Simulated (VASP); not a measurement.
A run of VASP 6.6.1:

The input INCAR:

```
PREC = Accurate
ENCUT = 520
EDIFF = 1E-6
ISMEAR = 0
SIGMA = 0.02
LREAL = F
LASPH = T
NELM = 80
ALGO = Normal
ISIF = 2
LWAVE = F
LCHARG = F
GGA = PE
NBANDS = 11
```

File KPOINTS:

```
Automatic mesh
0
Gamma
  10 10 6
```

File POSCAR:

```
AlN
1.0
    2.6923545806      0.0000000000      0.0000000000
    0.0000000000      2.6923545806      0.0000000000
    0.0000000000      0.0000000000      5.0032571295
Al N
1 1
Direct
    0.5000000000      0.5000000000      0.5000000000
    0.0000000000      0.0000000000      0.5000000000
```

Potentials or basis: VASP PAW PBE potentials, release 64 (Al, N).

The run is started by

```bash
$ cat potpaw_PBE.64/Al/POTCAR potpaw_PBE.64/N/POTCAR > POTCAR
$ mpirun -np 1 vasp_std > vasp.out
```

Hardware: 1 thread of Intel(R) Xeon(R) Platinum 8259CL CPU @ 2.50GHz (Skylake/Cascade Lake), with other jobs on the host.

How long does it take, and how much memory?

It took 18 s on 1 thread of Intel(R) Xeon(R) Platinum 8259CL CPU @ 2.50GHz (Skylake/Cascade Lake), with other jobs on the host, peak memory 0.16 GiB. Counts: scf iterations 13, k points 84.
